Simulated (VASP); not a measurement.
Si2Mo:

```
CELL_PARAMETERS angstrom
-1.60000 1.60000 3.93050
1.60000 -1.60000 3.93050
1.60000 1.60000 -3.93050
ATOMIC_POSITIONS crystal
Si 0.33300 0.33300 0.00000
Si 0.66700 0.66700 0.00000
Mo 0.00000 0.00000 0.00000
```

- Program: VASP 6.6.1
- Task: relaxation of cell and atoms
- Functional: LDA
- Potentials or basis: VASP PAW LDA potentials, release 64 (Si, Mo_sv)
- Cutoff: 600 eV
- k mesh: 10 × 10 × 10
- Occupations: fermi-dirac, width 0.1 eV
- Spin: no spin polarisation

At the start: pressure -5.5 GPa; volume 13.42 Å³/atom.

Problem. How do energy, volume and symmetry change on relaxing?

Solution. Over 9 steps the energy falls by 7.9 meV/atom and the volume is 13.10 Å³/atom (-2.4 %); space group I4/mmm (No. 139, to 0.05 Å).

Step by step:
```tsv
step	energy change (eV)	largest force (eV/Å)	pressure (GPa)	volume (Å³)
1	0.0000	0.3676	-5.50	40.25
2	0.0330	0.1186	11.05	37.62
3	-0.0215	0.2039	0.33	39.21
4	-0.0215	0.2001	0.43	39.19
5	-0.0237	0.0267	0.14	39.27
6	-0.0238	0.0017	0.11	39.28
7	-0.0238	0.0059	0.10	39.28
8	-0.0238	0.0011	-0.15	39.32
9	-0.0238	0.0025	0.00	39.30
```

Final structure:
```xyz
3
Lattice="-1.5887 1.5887 3.8924 1.5887 -1.5887 3.8924 1.5887 1.5887 -3.8924" Properties=species:S:1:pos:R:3 pbc="T T T"
Si    0.0000    0.0000    2.6099
Si    0.0000    0.0000    5.1750
Mo    0.0000    0.0000    0.0000
```
